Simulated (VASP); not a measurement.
# BP (F-43m) in VASP: a series of runs

Runs on BP. Level: PBEsol. Tasks: single point.

All numbers are computed with VASP 6.6.1; they aren't measurements. Logs are shortened: lines on timing, memory, paths and dates and some standing lists are left out, and cuts for length are marked.

## 1. The cell of the first run

The structure is cubic, space group F-43m (No. 216). Conventional cell: a = 4.503 Å, b = 4.503 Å, c = 4.503 Å, α = 90.00°, β = 90.00°, γ = 90.00°. B (site symmetry -43m) has 4 P at 1.95 Å within 2.6 Å. Within 2.6 Å of P (site symmetry -43m) lie 4 B at 1.95 Å.

## 2. Single point, PBEsol

The input, INCAR:

```
SYSTEM = BP
PREC = Accurate ; ENCUT = 520
EDIFF = 1E-6 ; ISMEAR = 0
SIGMA = 0.02 ; LREAL = .False.
LASPH = .True. ; NELM = 80
ALGO = Normal ; ISIF = 2
LWAVE = .False. ; LCHARG = .False.
GGA = PS ; NBANDS = 11
```

The input, KPOINTS:

```
regular mesh
0
Gamma
  10 10 10
  0 0 0
```

The input, POSCAR:

```
BP
1.0
    0.0000000000      2.2513375631      2.2513375631
    2.2513375631      0.0000000000      2.2513375631
    2.2513375631      2.2513375631      0.0000000000
B P
1 1
Direct
    0.0000000000      0.0000000000      0.0000000000
    0.2500000000      0.2500000000      0.2500000000
```

Potentials or basis: VASP PAW PBE potentials, release 64 (B, P).

Launch:

```bash
$ cat potpaw_PBE.64/B/POTCAR potpaw_PBE.64/P/POTCAR > POTCAR
$ mpirun -np 1 vasp_std > vasp.out
```

OUTCAR:

```text
SYSTEM = BP
   PREC = Accurate
   ENCUT = 520
   EDIFF = 1E-6
   ISMEAR = 0
   LREAL = .False.
   LASPH = .True.
   NELM = 80
   ISIF = 2
   GGA = PS

 ion  position               nearest neighbor table
   1  0.000  0.000  0.000-   2 1.95   2 1.95   2 1.95   2 1.95
   2  0.250  0.250  0.250-   1 1.95   1 1.95   1 1.95   1 1.95

  LATTYP: Found a face centered cubic cell.
 ALAT       =     4.5026751262

  Lattice vectors:

 A1 = (   0.0000000000,   2.2513375631,   2.2513375631)
 A2 = (   2.2513375631,   0.0000000000,   2.2513375631)
 A3 = (   2.2513375631,   2.2513375631,   0.0000000000)

Analysis of symmetry for initial positions (statically):
=====================================================================
 Subroutine PRICEL returns:
 Original cell was already a primitive cell.

 Routine SETGRP: Setting up the symmetry group for a
 face centered cubic supercell.

 Subroutine GETGRP returns: Found 24 space group operations
 (whereof 24 operations were pure point group operations)
 out of a pool of 48 trial point group operations.

The static configuration has the point symmetry T_d .

Analysis of symmetry for dynamics (positions and initial velocities):
=====================================================================
 Subroutine PRICEL returns:
 Original cell was already a primitive cell.

 Routine SETGRP: Setting up the symmetry group for a
 face centered cubic supercell.

 Subroutine GETGRP returns: Found 24 space group operations
 (whereof 24 operations were pure point group operations)
 out of a pool of 48 trial point group operations.

The dynamic configuration has the point symmetry T_d .

 Subroutine INISYM returns: Found 24 space group operations
 (whereof 24 operations are pure point group operations),
 and found     1 'primitive' translations

----------------------------------------------------------------------------------------

                                     Primitive cell

  volume of cell :      22.8219

  direct lattice vectors                    reciprocal lattice vectors
     0.000000000  2.251337563  2.251337563    -0.222090196  0.222090196  0.222090196
     2.251337563  0.000000000  2.251337563     0.222090196 -0.222090196  0.222090196
     2.251337563  2.251337563  0.000000000     0.222090196  0.222090196 -0.222090196

  length of vectors
     3.183872115  3.183872115  3.183872115     0.384671503  0.384671503  0.384671503

  position of ions in fractional coordinates (direct lattice)
     0.000000000  0.000000000  0.000000000
     0.250000000  0.250000000  0.250000000

  ion indices of the primitive-cell ions
   primitive index   ion index
                 1           1
                 2           2

----------------------------------------------------------------------------------------

 KPOINTS: regular mesh

Automatic generation of k-mesh.
 Grid dimensions read from file:
 generate k-points for:   10   10   10

 Generating k-lattice:

  Cartesian coordinates                     Fractional coordinates (reciprocal lattice)
    -0.022209020  0.022209020  0.022209020     0.100000000  0.000000000  0.000000000
     0.022209020 -0.022209020  0.022209020     0.000000000  0.100000000  0.000000000
     0.022209020  0.022209020 -0.022209020     0.000000000  0.000000000  0.100000000

  Length of vectors
     0.038467150  0.038467150  0.038467150

  Shift w.r.t. Gamma in fractional coordinates (k-lattice)
     0.000000000  0.000000000  0.000000000

 Subroutine IBZKPT returns following result:
 ===========================================

 Found     47 irreducible k-points:

 Following reciprocal coordinates:
            Coordinates               Weight
  0.000000  0.000000  0.000000      1.000000
  0.100000  0.000000  0.000000      8.000000
  0.200000  0.000000  0.000000      8.000000
  0.300000  0.000000  0.000000      8.000000
  0.400000  0.000000  0.000000      8.000000
  0.500000  0.000000  0.000000      4.000000
[... 16 lines left out ...]
  0.300000  0.300000  0.000000      6.000000
  0.400000  0.300000  0.000000     24.000000
 [... further k-points ...]
   k-points           NKPTS =     47   k-points in BZ     NKDIM =     47   number of bands    NBANDS=     11
   number of dos      NEDOS =    301   number of ions     NIONS =      2
   total plane-waves  NPLWV =  13824
   dimension x,y,z NGX =    24 NGY =   24 NGZ =   24
   dimension x,y,z NGXF=    48 NGYF=   48 NGZF=   48
   ions per type =               1   1
   NGX,Y,Z   is equivalent  to a cutoff of  12.53, 12.53, 12.53 a.u.
   NGXF,Y,Z  is equivalent  to a cutoff of  25.06, 25.06, 25.06 a.u.
 SYSTEM =  BP
   PREC   = accura    normal or accurate (medium, high low for compatibility)
   ISTART =      0    job   : 0-new  1-cont  2-samecut
   ICHARG =      2    charge: 1-file 2-atom 10-const
   ISPIN  =      1    spin polarized calculation?
   LNONCOLLINEAR =      F non collinear calculations
   LSORBIT =      F    spin-orbit coupling
   LASPH  =      T    aspherical Exc in radial PAW
   ENCUT  =  520.0 eV  38.22 Ry    6.18 a.u.   5.92  5.92  5.92*2*pi/ulx,y,z
   NELM   =     80;   NELMIN=  2; NELMDL= -5     # of ELM steps
   EDIFF  = 0.1E-05   stopping-criterion for ELM
   LREAL  =      F    real-space projection
   EDIFFG = 0.1E-04   stopping-criterion for IOM
   NSW    =      0    number of steps for IOM
   IBRION =     -1    ionic relax: 0-MD 1-quasi-New 2-CG
   NFREE  =      0    steps in history (QN), initial steepest desc. (CG)
   ISIF   =      2    stress and relaxation
   ISYM   =      2    0-nonsym 1-usesym 2-fastsym
   POTIM  = 0.5000    time-step for ionic-motion
   TEBEG  =    0.0;   TEEND  =   0.0 temperature during run
   PSTRESS=    0.0 pullay stress
   NELECT =       8.0000    total number of electrons
   NUPDOWN=      -1.0000    fix difference up-down
   EMIN   =  10.00;   EMAX   =-10.00  energy-range for DOS
   EFERMI =   0.00;   METHOD = LEGACY
   ISMEAR =     0;   SIGMA  =   0.02  broadening in eV -4-tet -1-fermi 0-gaus
   EFERMI_NEDOS =   21; number of points for ismear=-14 and -15
   IALGO  =     38    algorithm
   IMIX   =      4    mixing-type and parameters
     AMIX     =   0.40;   BMIX     =  1.00
     AMIX_MAG =   1.60;   BMIX_MAG =  1.00
  volume/ion in A,a.u.               =      11.41        77.00
  Fermi-wavevector in a.u.,A,eV,Ry     =   1.154306  2.181322 18.128700  1.332422
  Thomas-Fermi vector in A             =   2.290943
   LORBIT       =      0    0 simple, 1 ext, 2 COOP (PROOUT), +10 PAW based schemes
   GGA     = PS    functional components
   LHFCALC =     F    Hartree Fock is set to
   AEXX    =    0.0000 exact exchange contribution
   IVDW    =     0    specifies the selected vdW correction
   LEPSILON=     F    determine dielectric tensor
   LRPA    =     F    only Hartree local field effects (RPA)
 non-spin polarized calculation
 Gauss-broadening in eV      SIGMA  =   0.02
  energy-cutoff  :      520.00
  volume of cell :       22.82
 maximum number of plane-waves:       636
   NGX = 11   NGY = 11   NGZ = 11

 number of electron       8.0000001 magnetization

 Free energy of the ion-electron system (eV)
  ---------------------------------------------------
  ext. energy  EPLUGINS =         0.00000000
  ---------------------------------------------------
  free energy    TOTEN  =       -13.67165176 eV

  energy without entropy =      -13.67165176  energy(sigma->0) =      -13.67165176

 E-fermi :   7.7743     XC(G=0): -11.1448

 val. band max:        7.6848669315   @ k =   0.0000   0.0000   0.0000
 cond. band min:       8.7852803095   @ k =   0.4000   0.4000   0.0000
 fundamental gap:      1.1004133779
 Fermi energy:         7.7742907077

 k-point     1 :       0.0000    0.0000    0.0000
  band No.  band energies     occupation
      1      -8.0241      2.00000
      2       7.6849      2.00000
      3       7.6849      2.00000
      4       7.6849      2.00000
      5      11.0773      0.00000
      6      11.0773      0.00000
      7      11.0773      0.00000
      8      15.3849      0.00000
      9      19.0901      0.00000
     10      19.8758      0.00000
     11      19.8758      0.00000

 k-point     2 :       0.1000    0.0000    0.0000
  band No.  band energies     occupation
      1      -7.8398      2.00000
      2       6.3536      2.00000
      3       7.3802      2.00000
      4       7.3802      2.00000
      5      11.4979      0.00000
      6      11.4979      0.00000
      7      11.5364      0.00000
      8      15.8780      0.00000
      9      19.1411      0.00000
     10      19.1411      0.00000
     11      19.6809      0.00000

 k-point     3 :       0.2000    0.0000    0.0000
  band No.  band energies     occupation
      1      -7.2936      2.00000
      2       3.9632      2.00000
      3       6.8074      2.00000
      4       6.8074      2.00000
      5      11.7699      0.00000
      6      12.2275      0.00000
      7      12.2275      0.00000
      8      16.9508      0.00000
      9      18.5108      0.00000
     10      18.5108      0.00000
     11      20.5730      0.00000

 k-point     4 :       0.3000    0.0000    0.0000
  band No.  band energies     occupation
      1      -6.4138      2.00000
      2       1.5515      2.00000
      3       6.3096      2.00000
      4       6.3096      2.00000
      5      11.7007      0.00000
      6      12.5348      0.00000
      7      12.5348      0.00000
      8      17.6964      0.00000
      9      19.1169      0.00000
     10      19.1169      0.00000
     11      20.9090      0.00000

 k-point     5 :       0.4000    0.0000    0.0000
  band No.  band energies     occupation
      1      -5.3089      2.00000
      2      -0.5251      2.00000
      3       5.9954      2.00000
      4       5.9954      2.00000
      5      11.5992      0.00000
      6      12.4362      0.00000
      7      12.4362      0.00000
      8      17.7598      0.00000
      9      20.8687      0.00000
     10      20.8687      0.00000
     11      21.8511      0.00000
[... 211 lines left out ...]
 k-point    21 :      -0.3000    0.2000    0.0000
  band No.  band energies     occupation
      1      -5.0840      2.00000
      2       0.5670      2.00000
      3       2.8976      2.00000
      4       5.7170      2.00000
      5      11.5228      0.00000
      6      13.8427      0.00000
      7      14.6640      0.00000
      8      17.1221      0.00000
      9      18.0446      0.00000
     10      20.4229      0.00000
     11      24.7475      0.00000

 k-point    22 :      -0.2000    0.2000    0.0000
  band No.  band energies     occupation
      1      -6.1154      2.00000
      2       2.3615      2.00000
      3       3.3753      2.00000
      4       6.4148      2.00000
      5      12.1542      0.00000
      6      13.0229      0.00000
      7      14.1196      0.00000
      8      16.0978      0.00000
      9      17.1261      0.00000
     10      21.3599      0.00000
     11      23.7008      0.00000

 k-point    23 :       0.3000    0.3000    0.0000
  band No.  band energies     occupation
      1      -5.8593      2.00000
      2       2.8305      2.00000
      3       4.3681      2.00000
      4       4.3681      2.00000
      5       9.0950      0.00000
      6      11.4494      0.00000
      7      16.6717      0.00000
      8      16.6717      0.00000
      9      21.0054      0.00000
     10      22.1777      0.00000
     11      24.3298      0.00000

 k-point    24 :       0.4000    0.3000    0.0000
  band No.  band energies     occupation
      1      -5.0113      2.00000
      2       1.4694      2.00000
      3       3.5077      2.00000
      4       4.0674      2.00000
      5       9.3791      0.00000
      6      11.1749      0.00000
      7      17.2903      0.00000
      8      17.3072      0.00000
      9      21.8926      0.00000
     10      23.0825      0.00000
     11      24.9447      0.00000

 [... further k-points ...]
[... 5 lines left out ...]
  --------------------------------------------------------------------------------------
  -------------------------------------------------------------------------------------
  Total        0.3013914      0.3013914      0.3013914      0.0000000     -0.0000000     -0.0000000
  in kB       21.1587270     21.1587270     21.1587270      0.0000000     -0.0000000     -0.0000000
  external PRESSURE =      21.1587270 kB  Pullay stress =       0.0000000 kB

 VOLUME and BASIS-vectors are now :
 -----------------------------------------------------------------------------
  energy-cutoff  :      520.00
  volume of cell :       22.82
      direct lattice vectors                 reciprocal lattice vectors
     0.000000000  2.251337563  2.251337563    -0.222090196  0.222090196  0.222090196
     2.251337563  0.000000000  2.251337563     0.222090196 -0.222090196  0.222090196
     2.251337563  2.251337563  0.000000000     0.222090196  0.222090196 -0.222090196

 POSITION                                       TOTAL-FORCE (eV/Angst)
 -----------------------------------------------------------------------------------
      0.00000      0.00000      0.00000         0.000000     -0.000000     -0.000000
      1.12567      1.12567      1.12567        -0.000000      0.000000      0.000000
 -----------------------------------------------------------------------------------
    total drift:                                0.000000      0.000000      0.000000

  FREE ENERGIE OF THE ION-ELECTRON SYSTEM (eV)
  ---------------------------------------------------
  free  energy   TOTEN  =       -13.6716517600 eV

  energy  without entropy=      -13.6716517600  energy(sigma->0) =      -13.67165176
```

Wall time 5.9 s (1 thread of Intel Xeon Platinum 8488C (Sapphire Rapids), shared host); peak memory 0.13 GiB.

Results:

* Free energy: -13.6717 eV
* Pressure: 2.1 GPa
* Band gap on the k mesh: 1.10 eV, indirect (least direct gap 3.39 eV)

Caveat: the PAW data sets were made with another functional, which shifts forces and pressure a little. A k mesh can miss the band edges.

## 3. Single point, PBEsol

The input, INCAR:

```
ALGO = Normal
EDIFF = 1E-7
ENCUT = 520
GGA = PS
ISIF = 2
ISMEAR = 0
LASPH = True
LCHARG = False
LREAL = False
LWAVE = False
NBANDS = 11
NELM = 80
PREC = Accurate
SIGMA = 0.02
```

The input, KPOINTS:

```
k-points
0
Gamma
  10 10 10
```

POSCAR is that of step 2.

Potentials or basis: VASP PAW PBE potentials, release 64 (B, P).

Launch:

```bash
$ cat potpaw_PBE.64/B/POTCAR potpaw_PBE.64/P/POTCAR > POTCAR
$ mpirun -np 1 vasp_std > vasp.out
```

Wall time 6.1 s (1 thread of Intel Xeon Platinum 8488C (Sapphire Rapids), shared host); peak memory 0.13 GiB.

The run converged. Its results:

* Free energy: -13.6717 eV
* Pressure: 2.1 GPa
* Band gap on the k mesh: 1.10 eV, indirect (least direct gap 3.39 eV)

Levels at points of the mesh, in eV from the valence-band top:
```
           k point  band 2  band 3  band 4  band 5  band 6  band 7
(0.00, 0.00, 0.00)    0.00    0.00    0.00    3.39    3.39    3.39
(0.50, 0.00, 0.00)   -9.27   -1.80   -1.80    3.87    4.67    4.67
(0.50, 0.50, 0.00)   -8.72   -4.23   -4.23    1.18    1.50   12.32
```

Caveat: the PAW data sets were made with another functional, which shifts forces and pressure a little. A k mesh can miss the band edges.
